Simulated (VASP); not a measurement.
Here is a VASP 6.6.1 calculation.

INCAR

```
SYSTEM = NiO
PREC = Accurate
ENCUT = 700
EDIFF = 1E-6
ISMEAR = 0
SIGMA = 0.05
LREAL = .False.
LASPH = .True.
NELM = 200
ALGO = Normal
ISIF = 2
LWAVE = .False.
LCHARG = .False.
ISPIN = 2
MAGMOM = 1.91 0.21
LORBIT = 11
LMAXMIX = 4
LDAU = .True.
LDAUTYPE = 2
LDAUL = 2 -1
LDAUU = 6.2 0
LDAUJ = 0 0
LDAUPRINT = 1
GGA = PE
NBANDS = 23
GGA_COMPAT = .False.
```

The input KPOINTS:

```
Automatic mesh
0
Gamma
  10 10 10
  0 0 0
```

POSCAR

```
NiO
1.0
    0.0000000000      2.1337902789      2.1337902789
    2.1337902789      0.0000000000      2.1337902789
    2.1337902789      2.1337902789      0.0000000000
Ni O
1 1
Direct
    0.0000000000      0.0000000000      0.0000000000
    0.5000000000      0.5000000000      0.5000000000
```

Potentials or basis: VASP PAW PBE potentials, release 64 (Ni_sv_GW, O).

The run is started by

```sh
$ cat potpaw_PBE.64/Ni_sv_GW/POTCAR potpaw_PBE.64/O/POTCAR > POTCAR
$ mpirun -np 1 vasp_std > vasp.out
```

(1) Predict the net moment.

(2) What does it give for the pressure?

(3) Predict the site moments.

Results:

(1) 2.00 μB per cell.

(2) -2.2 GPa.

(3) Ni +1.80; O +0.16 μB.

Caveat: a cell with one magnetic atom can't hold antiferromagnetic order, which such compounds often take.
